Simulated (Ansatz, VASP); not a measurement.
Two plane-wave programs on LaTlO2

POSCAR

```
LaTlO2
1.0
    3.5195413762      0.0000000000      0.0000000000
    0.0000000000      3.5195413762      0.0000000000
    0.0000000000      0.0000000000     12.4810838780
Tl O La
2 4 2
Direct
    0.5000000000      0.0000000000      0.8855266897
    0.0000000000      0.5000000000      0.1144733103
    0.5000000000      0.0000000000      0.2041413346
    0.0000000000      0.5000000000      0.4116766007
    0.5000000000      0.0000000000      0.5883233993
    0.0000000000      0.5000000000      0.7958586654
    0.5000000000      0.0000000000      0.3742902819
    0.0000000000      0.5000000000      0.6257097181
```

The input INCAR.step1:

```
  ALGO = Normal
  EDIFF = 1E-4
  ENCUT = 520
  GGA = PE
  ISMEAR = -1
  LASPH = T
  LCHARG = F
  LREAL = F
  LWAVE = T
  NBANDS = 46
  NELM = 100
  PREC = Accurate
  SIGMA = 0.03
```

File INCAR.step2:

```
  ALGO = Normal
  BPARAM = 11.95
  CPARAM = 0.0093
  EDIFF = 1E-7
  ENCUT = 520
  ISIF = 2
  ISMEAR = -1
  ISTART = 1
  IVDW_NL = 2
  LASPH = T
  LCHARG = F
  LMIXTAU = T
  LREAL = F
  LUSE_VDW = T
  LWAVE = F
  METAGGA = R2SCAN
  NBANDS = 46
  NELM = 100
  PREC = Accurate
  SIGMA = 0.03
```

The input KPOINTS:

```
k-points
0
Gamma
  8 8 2
```

Input for Ansatz:

```yaml
crystal:
  lattice:
    - [3.5195413762, 0.0, 0.0]
    - [0.0, 3.5195413762, 0.0]
    - [0.0, 0.0, 12.481083878]
  atoms:
    - { symbol: Tl, position: [0.5, 0.0, 0.8855266897] }
    - { symbol: O, position: [0.5, 0.0, 0.2041413346] }
    - { symbol: Tl, position: [0.0, 0.5, 0.1144733103] }
    - { symbol: O, position: [0.0, 0.5, 0.4116766007] }
    - { symbol: La, position: [0.5, 0.0, 0.3742902819] }
    - { symbol: O, position: [0.5, 0.0, 0.5883233993] }
    - { symbol: La, position: [0.0, 0.5, 0.6257097181] }
    - { symbol: O, position: [0.0, 0.5, 0.7958586654] }
kpoints:
  mp_grid: { grid: [8, 8, 2] }
  band_path:
    path:
      - [0.0, 0.0, 0.0]
      - [0.0, 0.5, 0.0]
      - [0.5, 0.5, 0.0]
      - [0.0, 0.0, 0.5]
      - [0.0, 0.5, 0.5]
      - [0.5, 0.5, 0.5]
    npoints: 1
hamiltonian:
  xc: r2scan
  dispersion: rvv10
scf:
  occupations: { method: fermi_dirac, width: 0.03 }
  n_extra_bands: 6
output:
  forces: true
  stress: true
  eigenvalues: true
  write_density: true
  write_potential: true
  elf: true
  volumetric_format: npy
```

Alike in both runs: task single point; functional r2SCAN; dispersion rVV10; k mesh 8 × 8 × 2; occupations fermi-dirac, width 0.03 eV; no spin polarisation.

|  | VASP | Ansatz |
| --- | --- | --- |
| version | VASP 6.6.1 | Ansatz 0.2.0 |
| potentials or method | VASP PAW PBE potentials, release 64 (Tl_d, O, La) | plane waves, PAW |
| plane-wave cutoff (eV) | 520 | 500 |
| valence electrons in the cell | 72 | 72 |

|  | VASP | Ansatz | Ansatz less VASP |
| --- | --- | --- | --- |
| pressure (GPa) | 0.0 | 0.0 | -0.01 |
| rms of the force components (eV/Å) | 0.011 | 0.001 | -0.0098 |

VASP's potentials were made for PBE, not for r2SCAN.

Neither program's run includes spin-orbit coupling.
